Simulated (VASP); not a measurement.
Set up this calculation in VASP 6.6.1, as the native input.

```
Task                      : relaxation of the atoms
Functional                : PBEsol
Potentials or basis       : VASP PAW PBE potentials, release 64 (Al, N)
Cutoff                    : 520 eV
k mesh                    : 12 × 12 × 1
Occupations               : gaussian, width 0.1 eV
Spin                      : no spin polarisation
Dipole correction         : yes
Atoms held fixed (from 0) : [0, 1, 2, 3]
Further INCAR settings    : ALGO = Normal; EDIFF = 1e-06; IBRION = 2; EDIFFG = -0.03; NSW = 90
```

The structure of Al8N lies in POSCAR:

```
Al8N
1.0
    2.8362844918      0.0000000000      0.0000000000
   -1.4181422459      2.4562944222      0.0000000000
    0.0000000000      0.0000000000     35.3137615486
Al N
8 1
Selective dynamics
Direct
    0.3333333333      0.6666666667      0.2406993655  F F F
    0.0000000000      0.0000000000      0.3066945262  F F F
    0.6666666667      0.3333333333      0.3726896867  F F F
    0.0000000000      0.0000000000      0.4386848473  F F F
    0.3333333333      0.6666666667      0.5041562487  T T T
    0.0000000000      0.0000000000      0.5704373690  T T T
    0.6666666667      0.3333333333      0.6367922388  T T T
    0.0000000000      0.0000000000      0.7041304568  T T T
    0.3333333333      0.6666666667      0.7330143807  T T T
```

These files were run (other wordings do the same):

INCAR

```
SYSTEM = Al8N
PREC     = Accurate       ! precision mode
ENCUT    = 520            ! plane-wave cutoff, eV
EDIFF    = 1E-6           ! SCF threshold, eV
ISMEAR   = 0              ! smearing method
SIGMA    = 0.1            ! smearing width, eV
LREAL    = .False.        ! projectors in reciprocal space
LASPH    = .True.         ! aspherical terms in the spheres
NELM     = 100            ! most SCF steps
ALGO     = Normal         ! electronic algorithm
ISIF     = 2              ! what is computed and relaxed
LWAVE    = .False.        ! write WAVECAR
LCHARG   = .False.        ! write CHGCAR
LDIPOL   = .True.       
IDIPOL   = 3            
DIPOL    = 0.5 0.5 0.501
GGA      = PS             ! functional
IBRION   = 2              ! ionic algorithm
NSW      = 90             ! ionic steps
EDIFFG   = -0.03          ! ionic threshold
```

KPOINTS

```
regular mesh
0
Gamma
  12 12 1
  0 0 0
```

Potentials or basis: VASP PAW PBE potentials, release 64 (Al, N).

The run is started by

```console
$ cat potpaw_PBE.64/Al/POTCAR potpaw_PBE.64/N/POTCAR > POTCAR
$ mpirun -np 1 vasp_std > vasp.out
```

Results of the run:

```json
{
  "Energy gained by relaxing": "135.5 meV/atom",
  "Ionic steps": "22"
}
```

Caveat: the highest band is partly filled, so the run has too few bands.

It took 42 min on 1 thread of Intel(R) Xeon(R) Platinum 8259CL CPU @ 2.50GHz (Skylake/Cascade Lake) (shared host), peak memory 0.45 GiB.
